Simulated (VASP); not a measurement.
# LiB18N18 (a cell with a defect) in VASP: notebook

LiB18N18 (a cell with a defect) is run at these levels: PBE; tasks: single point, relaxation of the atoms.

Everything below comes from runs of VASP 6.6.1. Logs are shortened: lines on timing, memory, paths and dates and some standing lists are left out, and cuts for length are marked.

### 1 The cell of the first run

The cell holds a defect, 37 atoms: a = 7.465 Å, b = 7.465 Å, c = 6.495 Å, α = 90.00°, β = 90.00°, γ = 120.00°.

### 2 Single point, PBE

INCAR

```
SYSTEM = LiB18N18
ALGO = Normal
EDIFF = 1E-6
ENCUT = 520
GGA = PE
ISIF = 2
ISMEAR = -1
LASPH = .TRUE.
LCHARG = .FALSE.
LREAL = Auto
LWAVE = .FALSE.
NBANDS = 98
NELECT = 146.0
NELM = 80
PREC = Accurate
SIGMA = 0.01
```

KPOINTS

```
k-points
0
G
  1 1 1
  0 0 0
```

POSCAR

```
LiB18N18
1.0
    7.4650312800      0.0000000000      0.0000000000
   -3.7325156400      6.4649067300      0.0000000000
    0.0000000000      0.0000000000      6.4954828800
B N Li
18 18 1
Direct
    0.1092018058      0.2211982415      0.2328044008
    0.2217177992      0.1088210595      0.7684006089
    0.1113813312      0.5565319270      0.2499629404
    0.2217165947      0.4463320386      0.7681533601
    0.1113844444      0.8880411180      0.2500613165
    0.2233775928      0.7784014852      0.7627719281
    0.4467283536      0.2212007164      0.2330243999
    0.5570490031      0.1109946408      0.7512132801
    0.4467257266      0.5587104580      0.2331109215
    0.5592179944      0.4463340494      0.7680676082
    0.4450556860      0.8891224947      0.2388096511
    0.5570487778      0.7794830166      0.7512191303
    0.7787875760      0.2228514749      0.2384798834
    0.8885565611      0.1110022201      0.7510614823
    0.7798751804      0.5565299161      0.2500271389
    0.8896401093      0.4446771036      0.7623032947
    0.7787934689      0.8891184730      0.2386909532
    0.8896370340      0.7784126222      0.7625365337
    0.1130133059      0.2232199257      0.7564544609
    0.2236108465      0.1124989161      0.2446852727
    0.1117220712      0.5563022253      0.7676587087
    0.2235994103      0.4443018469      0.2446016762
    0.1117300207      0.8888514931      0.7680745361
    0.2232099826      0.7781980793      0.2511822493
    0.4448126583      0.2232080153      0.7565857829
    0.5566917085      0.1112091837      0.2335188974
    0.4448143174      0.5550344576      0.7565377495
    0.5554310884      0.4443055592      0.2447165252
    0.4452253334      0.8893313145      0.7504133396
    0.5566930121      0.7786635152      0.2337173430
    0.7787127660      0.2228245604      0.7499015993
    0.8892416163      0.1112101118      0.2332002144
    0.7791791306      0.5563088766      0.7674400952
    0.8897160158      0.4447013886      0.2508375482
    0.7787157612      0.8893362643      0.7500724873
    0.8897211484      0.7782014823      0.2511254406
    0.3338879349      0.3334252279      0.5005147516
```

Potentials or basis: VASP PAW PBE potentials, release 64 (B, N, Li_sv).

On the command line:

```sh
cat potpaw_PBE.64/B/POTCAR potpaw_PBE.64/N/POTCAR potpaw_PBE.64/Li_sv/POTCAR > POTCAR
mpirun -np 1 vasp_gam > vasp.out
```

OUTCAR:

```text
SYSTEM = LiB18N18
   EDIFF = 1E-6
   ENCUT = 520
   GGA = PE
   ISIF = 2
   ISMEAR = -1
   LASPH = .TRUE.
   LREAL = Auto
   NELECT = 146.0
   NELM = 80
   PREC = Accurate

 ion  position               nearest neighbor table
   1  0.109  0.221  0.233-  32 1.42  22 1.44  20 1.44  37 2.27
   2  0.222  0.109  0.768-  23 1.42  25 1.44  19 1.44  37 2.27
   3  0.111  0.557  0.250-  34 1.43  24 1.43  22 1.45
   4  0.222  0.446  0.768-  21 1.42  27 1.44  19 1.44  37 2.27
   5  0.111  0.888  0.250-  36 1.43  24 1.43  20 1.45
   6  0.223  0.778  0.763-  21 1.44  23 1.44  29 1.44
   7  0.447  0.221  0.233-  26 1.42  28 1.44  20 1.44  37 2.27
   8  0.557  0.111  0.751-  29 1.43  31 1.43  25 1.45
   9  0.447  0.559  0.233-  30 1.42  28 1.44  22 1.44  37 2.27
  10  0.559  0.446  0.768-  33 1.42  27 1.44  25 1.44  37 2.27
  11  0.445  0.889  0.239-  26 1.44  30 1.44  24 1.44
  12  0.557  0.779  0.751-  35 1.43  29 1.43  27 1.45
  13  0.779  0.223  0.238-  26 1.44  32 1.44  34 1.44
  14  0.889  0.111  0.751-  35 1.43  31 1.43  19 1.45
  15  0.780  0.557  0.250-  34 1.43  36 1.43  28 1.45
  16  0.890  0.445  0.762-  21 1.44  33 1.44  31 1.44
  17  0.779  0.889  0.239-  30 1.44  32 1.44  36 1.44
  18  0.890  0.778  0.763-  33 1.44  23 1.44  35 1.44
  19  0.113  0.223  0.756-   4 1.44   2 1.44  14 1.45
  20  0.224  0.112  0.245-   7 1.44   1 1.44   5 1.45  37 2.19
  21  0.112  0.556  0.768-   4 1.42  16 1.44   6 1.44
  22  0.224  0.444  0.245-   1 1.44   9 1.44   3 1.45
  23  0.112  0.889  0.768-   2 1.42   6 1.44  18 1.44
  24  0.223  0.778  0.251-   3 1.43   5 1.43  11 1.44
  25  0.445  0.223  0.757-   2 1.44  10 1.44   8 1.45
  26  0.557  0.111  0.234-   7 1.42  11 1.44  13 1.44
[... 8 lines left out ...]
  35  0.779  0.889  0.750-  14 1.43  12 1.43  18 1.44
  36  0.890  0.778  0.251-   5 1.43  15 1.43  17 1.44
  37  0.334  0.333  0.501-  20 2.19   1 2.27   7 2.27   2 2.27   9 2.27   4 2.27  10 2.27

  LATTYP: Found a hexagonal cell.
 ALAT       =     7.4650312800
 C/A-ratio  =     0.8701213212

  Lattice vectors:

 A1 = (   7.4650312800,   0.0000000000,   0.0000000000)
 A2 = (  -3.7325156400,   6.4649067300,   0.0000000000)
 A3 = (   0.0000000000,   0.0000000000,   6.4954828800)

Analysis of symmetry for initial positions (statically):
=====================================================================
 Subroutine PRICEL returns:
 Original cell was already a primitive cell.

 Routine SETGRP: Setting up the symmetry group for a
 hexagonal supercell.

 Subroutine GETGRP returns: Found  1 space group operations
 (whereof  1 operations were pure point group operations)
 out of a pool of 24 trial point group operations.

The static configuration has the point symmetry C_1 .

Analysis of symmetry for dynamics (positions and initial velocities):
=====================================================================
 Subroutine PRICEL returns:
 Original cell was already a primitive cell.

 Routine SETGRP: Setting up the symmetry group for a
 hexagonal supercell.

 Subroutine GETGRP returns: Found  1 space group operations
 (whereof  1 operations were pure point group operations)
 out of a pool of 24 trial point group operations.

The dynamic configuration has the point symmetry C_1 .

 Subroutine INISYM returns: Found  1 space group operations
 (whereof  1 operations are pure point group operations),
 and found     1 'primitive' translations

----------------------------------------------------------------------------------------

                                     Primitive cell

  volume of cell :     313.4768

  direct lattice vectors                    reciprocal lattice vectors
     7.465031280  0.000000000  0.000000000     0.133957912  0.077340636  0.000000000
    -3.732515640  6.464906730  0.000000000     0.000000000  0.154681273  0.000000000
     0.000000000  0.000000000  6.495482880     0.000000000  0.000000000  0.153953142

  length of vectors
     7.465031280  7.465031281  6.495482880     0.154681273  0.154681273  0.153953142

  position of ions in fractional coordinates (direct lattice)
     0.109201806  0.221198241  0.232804401
     0.221717799  0.108821060  0.768400609
     0.111381331  0.556531927  0.249962940
     0.221716595  0.446332039  0.768153360
     0.111384444  0.888041118  0.250061317
     0.223377593  0.778401485  0.762771928
[... 29 lines left out ...]
     0.889721148  0.778201482  0.251125441
     0.333887935  0.333425228  0.500514752

  ion indices of the primitive-cell ions
   primitive index   ion index
                 1           1
                 2           2
                 3           3
                 4           4
                 5           5
                 6           6
[... 29 lines left out ...]
                36          36
                37          37

----------------------------------------------------------------------------------------

 KPOINTS: k-points

Automatic generation of k-mesh.
 Grid dimensions read from file:
 generate k-points for:    1    1    1

 Generating k-lattice:

  Cartesian coordinates                     Fractional coordinates (reciprocal lattice)
     0.133957912  0.077340636  0.000000000     1.000000000  0.000000000  0.000000000
     0.000000000  0.154681273  0.000000000     0.000000000  1.000000000  0.000000000
     0.000000000  0.000000000  0.153953142     0.000000000  0.000000000  1.000000000

  Length of vectors
     0.154681273  0.154681273  0.153953142

  Shift w.r.t. Gamma in fractional coordinates (k-lattice)
     0.000000000  0.000000000  0.000000000

 Subroutine IBZKPT returns following result:
 ===========================================

 Found      1 irreducible k-points:

 Following reciprocal coordinates:
            Coordinates               Weight
  0.000000  0.000000  0.000000      1.000000
   k-points           NKPTS =      1   k-points in BZ     NKDIM =      1   number of bands    NBANDS=     98
   number of dos      NEDOS =    301   number of ions     NIONS =     37
   total plane-waves  NPLWV = 150528
   dimension x,y,z NGX =    56 NGY =   56 NGZ =   48
   dimension x,y,z NGXF=   112 NGYF=  112 NGZF=   96
   ions per type =              18  18   1
   NGX,Y,Z   is equivalent  to a cutoff of  12.47, 12.47, 12.29 a.u.
   NGXF,Y,Z  is equivalent  to a cutoff of  24.94, 24.94, 24.57 a.u.
 SYSTEM =  LiB18N18
   PREC   = accura    normal or accurate (medium, high low for compatibility)
   ISTART =      0    job   : 0-new  1-cont  2-samecut
   ICHARG =      2    charge: 1-file 2-atom 10-const
   ISPIN  =      1    spin polarized calculation?
   LNONCOLLINEAR =      F non collinear calculations
   LSORBIT =      F    spin-orbit coupling
   LASPH  =      T    aspherical Exc in radial PAW
   ENCUT  =  520.0 eV  38.22 Ry    6.18 a.u.  13.88 13.88 12.08*2*pi/ulx,y,z
   NELM   =     80;   NELMIN=  2; NELMDL= -5     # of ELM steps
   EDIFF  = 0.1E-05   stopping-criterion for ELM
   LREAL  =      T    real-space projection
   EDIFFG = 0.1E-04   stopping-criterion for IOM
   NSW    =      0    number of steps for IOM
   IBRION =     -1    ionic relax: 0-MD 1-quasi-New 2-CG
   NFREE  =      0    steps in history (QN), initial steepest desc. (CG)
   ISIF   =      2    stress and relaxation
   ISYM   =      2    0-nonsym 1-usesym 2-fastsym
   POTIM  = 0.5000    time-step for ionic-motion
   TEBEG  =    0.0;   TEEND  =   0.0 temperature during run
   PSTRESS=    0.0 pullay stress
   NELECT =     146.0000    total number of electrons
   NUPDOWN=      -1.0000    fix difference up-down
   EMIN   =  10.00;   EMAX   =-10.00  energy-range for DOS
   EFERMI =   0.00;   METHOD = LEGACY
   ISMEAR =    -1;   SIGMA  =   0.01  broadening in eV -4-tet -1-fermi 0-gaus
   EFERMI_NEDOS =   21; number of points for ismear=-14 and -15
   IALGO  =     38    algorithm
   IMIX   =      4    mixing-type and parameters
     AMIX     =   0.40;   BMIX     =  1.00
     AMIX_MAG =   1.60;   BMIX_MAG =  1.00
  volume/ion in A,a.u.               =       8.47        57.17
  Fermi-wavevector in a.u.,A,eV,Ry     =   1.268987  2.398039 21.909859  1.610329
  Thomas-Fermi vector in A             =   2.402053
   LORBIT       =      0    0 simple, 1 ext, 2 COOP (PROOUT), +10 PAW based schemes
   GGA     = PE    functional components
   LHFCALC =     F    Hartree Fock is set to
   AEXX    =    0.0000 exact exchange contribution
   IVDW    =     0    specifies the selected vdW correction
   LEPSILON=     F    determine dielectric tensor
   LRPA    =     F    only Hartree local field effects (RPA)
 non-spin polarized calculation
  energy-cutoff  :      520.00
  volume of cell :      313.48
 maximum number of plane-waves:      4207
 NGX is ok and might be reduce to    54
   NGX = 27   NGY = 27   NGZ = 25

 number of electron     145.9999998 magnetization

 Free energy of the ion-electron system (eV)
  ---------------------------------------------------
  ext. energy  EPLUGINS =         0.00000000
  ---------------------------------------------------
  free energy    TOTEN  =      -320.31953405 eV

  energy without entropy =     -320.31953405  energy(sigma->0) =     -320.31953405

 E-fermi :   2.9621     XC(G=0): -10.2910

 val. band max:        2.6619291021   @ k =   0.0000   0.0000   0.0000
 cond. band min:       7.6063728486   @ k =   0.0000   0.0000   0.0000
 fundamental gap:      4.9444437466
 Fermi energy:         2.9620784527

 k-point     1 :       0.0000    0.0000    0.0000
  band No.  band energies     occupation
      1     -41.9940      2.00000
      2     -15.1598      2.00000
      3     -14.8234      2.00000
      4     -13.2658      2.00000
      5     -13.1981      2.00000
      6     -13.1980      2.00000
[... 77 lines left out ...]
     84       9.8167      0.00000
     85      10.2398      0.00000
 [bands above 85 left out]

------------------------ aborting loop because EDIFF is reached ----------------------------------------

  FORCE on cell =-STRESS in cart. coord.  units (eV):
  Direction    XX          YY          ZZ          XY          YZ          ZX
  --------------------------------------------------------------------------------------
  -------------------------------------------------------------------------------------
  Total       15.8195570     15.8310377      6.0194514      0.0069788      0.0005459     -0.0016721
  in kB       80.8536372     80.9123152     30.7653708      0.0356685      0.0027901     -0.0085463
  external PRESSURE =      64.1771077 kB  Pullay stress =       0.0000000 kB

 VOLUME and BASIS-vectors are now :
 -----------------------------------------------------------------------------
  energy-cutoff  :      520.00
  volume of cell :      313.48
      direct lattice vectors                 reciprocal lattice vectors
     7.465031280  0.000000000  0.000000000     0.133957912  0.077340636  0.000000000
    -3.732515640  6.464906730  0.000000000     0.000000000  0.154681273  0.000000000
     0.000000000  0.000000000  6.495482880     0.000000000  0.000000000  0.153953142

 POSITION                                       TOTAL-FORCE (eV/Angst)
 -----------------------------------------------------------------------------------
     -0.01043      1.43003      1.51218        -0.005128     -0.003937      0.003006
      1.24895      0.70352      4.99113        -0.000810     -0.007878     -0.002949
     -1.24580      3.59793      1.62363         0.000680     -0.000220      0.005207
     -0.01082      2.88550      4.98953        -0.008634      0.004745      0.000347
     -2.48314      5.74110      1.62427         0.000881      0.000611      0.005863
     -1.23788      5.03229      4.95457         0.000981      0.002074      0.003279
[... 29 lines left out ...]
      3.73715      5.03100      1.63118        -0.000290     -0.000856     -0.004712
      1.24797      2.15556      3.25109         0.001818      0.003045      0.003783
 -----------------------------------------------------------------------------------
    total drift:                                0.003702      0.011757      0.000745

  FREE ENERGIE OF THE ION-ELECTRON SYSTEM (eV)
  ---------------------------------------------------
  free  energy   TOTEN  =      -320.3195340473 eV

  energy  without entropy=     -320.3195340473  energy(sigma->0) =     -320.31953405
```

It took 68 s on 1 thread of Intel Xeon Platinum 8488C (Sapphire Rapids), shared host; peak memory 0.35 GiB.

What came out:

```yaml
Free_energy: -320.3195 eV
Largest_force: 0.012 eV/Å
```

Forces in eV/Å, atoms in the order of the input:
```
B   -0.005 -0.004  0.003
B   -0.001 -0.008 -0.003
B    0.001  0.000  0.005
B   -0.009  0.005  0.000
B    0.001  0.001  0.006
B    0.001  0.002  0.003
B    0.007 -0.005 -0.001
B    0.000  0.000 -0.005
B    0.000  0.004 -0.001
B    0.006  0.002  0.000
B   -0.001  0.000 -0.006
B   -0.002  0.000 -0.005
B    0.000  0.003 -0.005
B   -0.001  0.000 -0.005
B    0.000 -0.001  0.004
B    0.000 -0.002  0.008
B    0.002  0.000 -0.008
B   -0.001  0.000  0.006
N   -0.002 -0.003  0.011
N   -0.001 -0.003 -0.011
N    0.009 -0.004 -0.003
N   -0.001  0.001 -0.010
N   -0.001  0.009 -0.007
N   -0.002  0.000 -0.005
N    0.002  0.000  0.008
N   -0.007  0.004  0.003
N    0.001  0.003  0.007
N    0.000  0.001 -0.008
N    0.001 -0.001  0.002
N    0.001 -0.006  0.002
N    0.001  0.000  0.006
N    0.007  0.004  0.006
N   -0.007 -0.003 -0.001
N   -0.001  0.001 -0.001
N    0.002 -0.001  0.005
N    0.000 -0.001 -0.005
Li   0.002  0.003  0.004
```

Levels at points of the mesh, in eV from the Fermi level:
```
           k point  band 70  band 71  band 72  band 73  band 74  band 75  band 76  band 77
(0.00, 0.00, 0.00)    -0.37    -0.37    -0.30    -0.30     4.64     4.65     4.68     4.68
```

Caveat: the k points lie up to 0.97 Å⁻¹ apart, too coarse for converged energies, forces and pressures; the cell carries a net charge on a neutralising background, which shifts energy and pressure; the cell is charged against a uniform background, so pressure and absolute levels hang on convention; the cutoff is under 1.25 times the usual one of these potentials, so pressure, stress and relaxed cells hold a basis-set (Pulay) error.

(Continued in part 2 of 3.)
